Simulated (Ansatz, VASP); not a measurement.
## SnSe: VASP beside Ansatz

```
CELL_PARAMETERS angstrom
0.00000 3.01000 3.01000
3.01000 0.00000 3.01000
3.01000 3.01000 0.00000
ATOMIC_POSITIONS crystal
Sn 0.00000 0.00000 0.00000
Se 0.50000 0.50000 0.50000
```

Alike in both runs: task single point; functional PBE; k mesh 10 × 10 × 10; occupations gaussian, width 0.02 eV; no spin polarisation.

|  | VASP | Ansatz |
| --- | --- | --- |
| version | VASP 6.6.1 | Ansatz 0.2.0 |
| potentials or method | VASP PAW PBE potentials, release 64 (Sn_d, Se), cutoff 520 eV | scalar-relativistic, plane waves, PAW |
| valence electrons in the cell | 20 | 30 |

|  | VASP | Ansatz | Ansatz less VASP |
| --- | --- | --- | --- |
| gap on the k mesh at the Fermi level (eV) | 0.50 | 0.50 | 0.000 |
| least direct gap on the mesh (eV) | 0.58 | 0.58 | -0.001 |
| pressure (GPa) | 1.0 | 1.0 | +0.02 |

VASP's potentials hold 20 valence electrons a cell and Ansatz's 30, so a difference there can come from the potentials and not from the codes.
